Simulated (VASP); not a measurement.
# MoS2 (P-1) in VASP: single point with PBE

Aim: the single point of MoS2 with PBE.

Everything below comes from runs of VASP 6.6.1. Logs are shortened: lines on timing, memory, paths and dates and some standing lists are left out, and cuts for length are marked.

## Step 1: The cell of the first run

The typed cell holds 6 atoms: a = 3.162 Å, b = 3.120 Å, c = 12.298 Å, α = 89.36°, β = 88.27°, γ = 118.70°.

## Step 2: Single point, PBE (equal xy, yz and zx shear strains of +3 %)

INCAR

```
SYSTEM = MoS2
  PREC = Accurate
  ENCUT = 520
  EDIFF = 1E-6
  ISMEAR = -1
  SIGMA = 0.03
  LREAL = .FALSE.
  LASPH = .TRUE.
  NELM = 80
  ALGO = Normal
  ISIF = 2
  LWAVE = .FALSE.
  LCHARG = .TRUE.
  GGA = PE
  LELF = .TRUE.
  LVHAR = .TRUE.
  NBANDS = 35
```

KPOINTS

```
Automatic mesh
0
G
  10 10 3
  0 0 0
```

POSCAR

```
MoS2
1.0
    3.1610016016      0.0474150240      0.0474150240
   -1.5394381855      2.7138001764      0.0173551033
    0.1844250000      0.1844250000     12.2950000000
Mo S
2 4
Direct
    0.3333333333      0.6666666667      0.2500000000
    0.6666666667      0.3333333333      0.7500000000
    0.3333333333      0.6666666667      0.6275000000
    0.6666666667      0.3333333333      0.1275000000
    0.3333333333      0.6666666667      0.8725000000
    0.6666666667      0.3333333333      0.3725000000
```

Potentials or basis: VASP PAW PBE potentials, release 64 (Mo_sv, S).

Run with:

```console
$ cat potpaw_PBE.64/Mo_sv/POTCAR potpaw_PBE.64/S/POTCAR > POTCAR
$ mpirun -np 1 vasp_std > vasp.out
```

OUTCAR:

```text
SYSTEM = MoS2
   PREC = Accurate
   ENCUT = 520
   EDIFF = 1E-6
   ISMEAR = -1
   LREAL = .FALSE.
   LASPH = .TRUE.
   NELM = 80
   ISIF = 2
   GGA = PE

 ion  position               nearest neighbor table
   1  0.333  0.667  0.250-   4 2.33   4 2.34   6 2.34   6 2.36   6 2.40   4 2.43
   2  0.667  0.333  0.750-   5 2.33   5 2.34   3 2.34   3 2.36   3 2.40   5 2.43
   3  0.333  0.667  0.627-   2 2.34   2 2.36   2 2.40
   4  0.667  0.333  0.127-   1 2.33   1 2.34   1 2.43
   5  0.333  0.667  0.873-   2 2.33   2 2.34   2 2.43
   6  0.667  0.333  0.373-   1 2.34   1 2.36   1 2.40

  LATTYP: Found a triclinic cell.
 ALAT       =     5.4762471167
 B/A-ratio  =     0.5697473580
 C/A-ratio  =     2.2456557934
 COS(alpha) =     0.0112057054
 COS(beta)  =     0.0302114049
 COS(gamma) =     0.8622746762

  Lattice vectors:

 A1 = (   0.0821252306,   5.4750153768,   0.0821252306)
 A2 = (  -1.5394381855,   2.7138001764,   0.0173551033)
 A3 = (   0.1844250000,   0.1844250000,  12.2950000000)

Analysis of symmetry for initial positions (statically):
=====================================================================
 Subroutine PRICEL returns:
 Original cell was already a primitive cell.

 Routine SETGRP: Setting up the symmetry group for a
 triclinic supercell.

 Subroutine GETGRP returns: Found  2 space group operations
 (whereof  2 operations were pure point group operations)
 out of a pool of  2 trial point group operations.

The static configuration has the point symmetry S_2 .

Analysis of symmetry for dynamics (positions and initial velocities):
=====================================================================
 Subroutine PRICEL returns:
 Original cell was already a primitive cell.

 Routine SETGRP: Setting up the symmetry group for a
 triclinic supercell.

 Subroutine GETGRP returns: Found  2 space group operations
 (whereof  2 operations were pure point group operations)
 out of a pool of  2 trial point group operations.

The dynamic configuration has the point symmetry S_2 .

 Subroutine INISYM returns: Found  2 space group operations
 (whereof  2 operations are pure point group operations),
 and found     1 'primitive' translations

----------------------------------------------------------------------------------------

                                     Primitive cell

  volume of cell :     106.3208

  direct lattice vectors                    reciprocal lattice vectors
     3.161001602  0.047415024  0.047415024     0.313795315  0.178051625 -0.007377704
    -1.539438185  2.713800176  0.017355103    -0.005400854  0.365457803 -0.005400854
     0.184425000  0.184425000 12.295000000    -0.001202512 -0.001202512  0.081369951

  length of vectors
     3.161712747  3.120077327 12.297766064     0.360866057  0.365537610  0.081387720

  position of ions in fractional coordinates (direct lattice)
     0.333333333  0.666666667  0.250000000
     0.666666667  0.333333333  0.750000000
     0.333333333  0.666666667  0.627500000
     0.666666667  0.333333333  0.127500000
     0.333333333  0.666666667  0.872500000
     0.666666667  0.333333333  0.372500000

  ion indices of the primitive-cell ions
   primitive index   ion index
                 1           1
                 2           2
                 3           3
                 4           4
                 5           5
                 6           6

----------------------------------------------------------------------------------------

 KPOINTS: Automatic mesh

Automatic generation of k-mesh.
 Grid dimensions read from file:
 generate k-points for:   10   10    3

 Generating k-lattice:

  Cartesian coordinates                     Fractional coordinates (reciprocal lattice)
     0.031379531  0.017805162 -0.000737770     0.100000000 -0.000000000  0.000000000
    -0.000540085  0.036545780 -0.000540085    -0.000000000  0.100000000 -0.000000000
    -0.000400837 -0.000400837  0.027123317     0.000000000 -0.000000000  0.333333333

  Length of vectors
     0.036086606  0.036553761  0.027129240

  Shift w.r.t. Gamma in fractional coordinates (k-lattice)
     0.000000000  0.000000000  0.000000000

 Subroutine IBZKPT returns following result:
 ===========================================

 Found    152 irreducible k-points:

 Following reciprocal coordinates:
            Coordinates               Weight
  0.000000  0.000000  0.000000      1.000000
  0.100000  0.000000  0.000000      2.000000
  0.200000  0.000000  0.000000      2.000000
  0.300000  0.000000  0.000000      2.000000
  0.400000  0.000000  0.000000      2.000000
  0.500000  0.000000  0.000000      1.000000
[... 16 lines left out ...]
 -0.400000  0.200000 -0.000000      2.000000
 -0.300000  0.200000  0.000000      2.000000
 [... further k-points ...]
   k-points           NKPTS =    152   k-points in BZ     NKDIM =    152   number of bands    NBANDS=     35
   number of dos      NEDOS =    301   number of ions     NIONS =      6
   total plane-waves  NPLWV =  55296
   dimension x,y,z NGX =    24 NGY =   24 NGZ =   96
   dimension x,y,z NGXF=    48 NGYF=   48 NGZF=  192
   ions per type =               2   4
   NGX,Y,Z   is equivalent  to a cutoff of  12.62, 12.79, 12.98 a.u.
   NGXF,Y,Z  is equivalent  to a cutoff of  25.24, 25.58, 25.96 a.u.
 SYSTEM =  MoS2
   PREC   = accura    normal or accurate (medium, high low for compatibility)
   ISTART =      0    job   : 0-new  1-cont  2-samecut
   ICHARG =      2    charge: 1-file 2-atom 10-const
   ISPIN  =      1    spin polarized calculation?
   LNONCOLLINEAR =      F non collinear calculations
   LSORBIT =      F    spin-orbit coupling
   LASPH  =      T    aspherical Exc in radial PAW
   ENCUT  =  520.0 eV  38.22 Ry    6.18 a.u.   5.88  5.80 22.87*2*pi/ulx,y,z
   NELM   =     80;   NELMIN=  2; NELMDL= -5     # of ELM steps
   EDIFF  = 0.1E-05   stopping-criterion for ELM
   LREAL  =      F    real-space projection
   EDIFFG = 0.1E-04   stopping-criterion for IOM
   NSW    =      0    number of steps for IOM
   IBRION =     -1    ionic relax: 0-MD 1-quasi-New 2-CG
   NFREE  =      0    steps in history (QN), initial steepest desc. (CG)
   ISIF   =      2    stress and relaxation
   ISYM   =      2    0-nonsym 1-usesym 2-fastsym
   POTIM  = 0.5000    time-step for ionic-motion
   TEBEG  =    0.0;   TEEND  =   0.0 temperature during run
   PSTRESS=    0.0 pullay stress
   NELECT =      52.0000    total number of electrons
   NUPDOWN=      -1.0000    fix difference up-down
   EMIN   =  10.00;   EMAX   =-10.00  energy-range for DOS
   EFERMI =   0.00;   METHOD = LEGACY
   ISMEAR =    -1;   SIGMA  =   0.03  broadening in eV -4-tet -1-fermi 0-gaus
   EFERMI_NEDOS =   21; number of points for ismear=-14 and -15
   IALGO  =     38    algorithm
   IMIX   =      4    mixing-type and parameters
     AMIX     =   0.40;   BMIX     =  1.00
     AMIX_MAG =   1.60;   BMIX_MAG =  1.00
  volume/ion in A,a.u.               =      17.72       119.58
  Fermi-wavevector in a.u.,A,eV,Ry     =   1.289842  2.437448 22.635909  1.663692
  Thomas-Fermi vector in A             =   2.421710
   LORBIT       =      0    0 simple, 1 ext, 2 COOP (PROOUT), +10 PAW based schemes
   GGA     = PE    functional components
   LHFCALC =     F    Hartree Fock is set to
   AEXX    =    0.0000 exact exchange contribution
   IVDW    =     0    specifies the selected vdW correction
   LEPSILON=     F    determine dielectric tensor
   LRPA    =     F    only Hartree local field effects (RPA)
 non-spin polarized calculation
  energy-cutoff  :      520.00
  volume of cell :      106.32
 maximum number of plane-waves:      2894
   NGX = 11   NGY = 11   NGZ = 45

 number of electron      52.0000000 magnetization

 Free energy of the ion-electron system (eV)
  ---------------------------------------------------
  ext. energy  EPLUGINS =         0.00000000
  ---------------------------------------------------
  free energy    TOTEN  =       -43.34905662 eV

  energy without entropy =      -43.34905660  energy(sigma->0) =      -43.34905661

 E-fermi :   8.1307     XC(G=0): -10.7837

 val. band max:        7.7487357752   @ k =   0.0000   0.0000   0.0000
 cond. band min:       8.5797332384   @ k =   0.3000   0.3000   0.0000
 fundamental gap:      0.8309974632
 Fermi energy:         8.1306705732

 k-point     1 :       0.0000    0.0000    0.0000
  band No.  band energies     occupation
      1     -53.8971      2.00000
      2     -53.8971      2.00000
      3     -28.0758      2.00000
      4     -28.0757      2.00000
      5     -27.8802      2.00000
      6     -27.8802      2.00000
[... 27 lines left out ...]
     34      10.3661      0.00000
     35      13.1716      0.00000

 k-point     2 :       0.1000    0.0000    0.0000
  band No.  band energies     occupation
      1     -53.8934      2.00000
      2     -53.8934      2.00000
      3     -28.0683      2.00000
      4     -28.0682      2.00000
      5     -27.9178      2.00000
      6     -27.9178      2.00000
[... 27 lines left out ...]
     34      10.2976      0.00000
     35      13.8000      0.00000

 k-point     3 :       0.2000    0.0000    0.0000
  band No.  band energies     occupation
      1     -53.8836      2.00000
      2     -53.8836      2.00000
      3     -28.0508      2.00000
      4     -28.0507      2.00000
      5     -28.0152      2.00000
      6     -28.0152      2.00000
[... 27 lines left out ...]
     34      10.7717      0.00000
     35      15.0397      0.00000
[... 723 lines left out ...]
 k-point    23 :      -0.4000    0.2000   -0.0000
  band No.  band energies     occupation
      1     -53.8632      2.00000
      2     -53.8632      2.00000
      3     -28.1570      2.00000
      4     -28.1570      2.00000
      5     -28.0073      2.00000
      6     -28.0072      2.00000
[... 27 lines left out ...]
     34      11.9354      0.00000
     35      15.3673      0.00000

 k-point    24 :      -0.3000    0.2000    0.0000
  band No.  band energies     occupation
      1     -53.8730      2.00000
      2     -53.8730      2.00000
      3     -28.0751      2.00000
      4     -28.0751      2.00000
      5     -28.0266      2.00000
      6     -28.0266      2.00000
[... 27 lines left out ...]
     34      11.3040      0.00000
     35      15.5503      0.00000

 [... further k-points ...]

------------------------ aborting loop because EDIFF is reached ----------------------------------------

  FORCE on cell =-STRESS in cart. coord.  units (eV):
  Direction    XX          YY          ZZ          XY          YZ          ZX
  --------------------------------------------------------------------------------------
  -------------------------------------------------------------------------------------
  Total        4.6326127      4.6871827      8.9770290     -1.7159251     -2.9796588     -2.9823640
  in kB       69.8101047     70.6324360    135.2773003    -25.8577435    -44.9012916    -44.9420571
  external PRESSURE =      91.9066137 kB  Pullay stress =       0.0000000 kB

 VOLUME and BASIS-vectors are now :
 -----------------------------------------------------------------------------
  energy-cutoff  :      520.00
  volume of cell :      106.32
      direct lattice vectors                 reciprocal lattice vectors
     3.161001602  0.047415024  0.047415024     0.313795315  0.178051625 -0.007377704
    -1.539438185  2.713800176  0.017355103    -0.005400854  0.365457803 -0.005400854
     0.184425000  0.184425000 12.295000000    -0.001202512 -0.001202512  0.081369951

 POSITION                                       TOTAL-FORCE (eV/Angst)
 -----------------------------------------------------------------------------------
      0.07348      1.87111      3.10113        -0.203737      0.012912      0.070477
      1.73251      1.07453      9.25865         0.203737     -0.012912     -0.070477
      0.14310      1.94073      7.74249         0.372404      0.480475     -1.215571
      1.61770      0.95972      1.60501         0.576156      0.467395     -1.287402
      0.18829      1.98592     10.75476        -0.576156     -0.467395      1.287402
      1.66289      1.00491      4.61728        -0.372404     -0.480475      1.215571
 -----------------------------------------------------------------------------------
    total drift:                                0.000000     -0.000000     -0.000000

  FREE ENERGIE OF THE ION-ELECTRON SYSTEM (eV)
  ---------------------------------------------------
  free  energy   TOTEN  =       -43.3490566173 eV

  energy  without entropy=      -43.3490565985  energy(sigma->0) =      -43.34905661
```

Run time: 8.3 min. Hardware: 1 thread of Intel Xeon 8259CL, shared host; peak memory 0.54 GiB.

Results:

| Item | Value |
| --- | --- |
| Free energy | -43.3491 eV |
| Pressure | 9.2 GPa |
| Largest force | 1.486 eV/Å |
| Band gap on the k mesh | 0.83 eV (least direct gap 1.78 eV) |

Forces on the atoms (eV/Å):
```
Mo  -0.204  0.013  0.070
Mo   0.204 -0.013 -0.070
S    0.372  0.480 -1.216
S    0.576  0.467 -1.287
S   -0.576 -0.467  1.287
S   -0.372 -0.480  1.216
```

Caveat: the cell differs from its parent crystal (equal xy, yz and zx shear strains of +3 %); the stress differs along the axes, from 7 to 14 GPa; forces of over 1 eV/Å act on the atoms, so gaps and moduli don't describe the material at rest. A k mesh can miss the band edges.
